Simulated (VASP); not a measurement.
CoO: single point with PBEsol

The system is CoO.

```
Co O
1.0
     1.52733    0.88180    2.21752
    -1.52733    0.88180    2.21752
     0.00000   -1.76361    2.21752
Co O
1 1
Direct
  0.00000 0.00000 0.00000
  0.50000 0.50000 0.50000
```

```yaml
Program: VASP 6.6.1
Task: single point
Functional: PBEsol
Potentials_or_basis: VASP PAW PBE potentials, release 64 (Co, O)
Cutoff: 520 eV
k_mesh: 11 × 11 × 11
Occupations: fermi-dirac, width 0.05 eV
Spin: collinear spin, ferromagnetic start
Starting_moments: "[2.0, 0.0] μB"
```

| Property | Result |
| --- | --- |
| Pressure | -0.9 GPa |
| Net moment | 2.66 μB per cell |
| Site moments | Co +2.36; O +0.26 μB |
| Valence electrons inside the program's atomic spheres | Co 7.94; O 4.98 |

Stress tensor (GPa, compression positive):
```
-0.98  0.00  0.00
 0.00 -0.98  0.00
 0.00  0.00 -0.75
```

Levels at points of the mesh, in eV from the Fermi level:
Spin up:
```tsv
k point	band 7	band 8	band 9	band 10	band 11	band 12
(0.00, 0.00, 0.00)	-3.11	-3.02	-2.78	1.32	16.74	17.57
```
Spin down:
```csv
k point,band 4,band 5,band 6,band 7,band 8,band 9
"(0.00, 0.00, 0.00)",-2.45,-1.52,-1.52,-0.99,-0.23,-0.23
```

Run time: 76 s on 1 thread of Intel(R) Xeon(R) Platinum 8259CL CPU @ 2.50GHz (Skylake/Cascade Lake), on a shared host, peak memory 0.2 GiB.

Caveat: the PAW data sets were made with another functional, which shifts forces and pressure a little; a cell with one magnetic atom can't hold antiferromagnetic order, which such compounds often take; semilocal functionals often make such compounds metallic where correlation or magnetic order opens a gap, which also shifts bond lengths. With open d or f shells a metallic result of PBEsol can be an artefact of self-interaction; +U or a hybrid may open a gap.
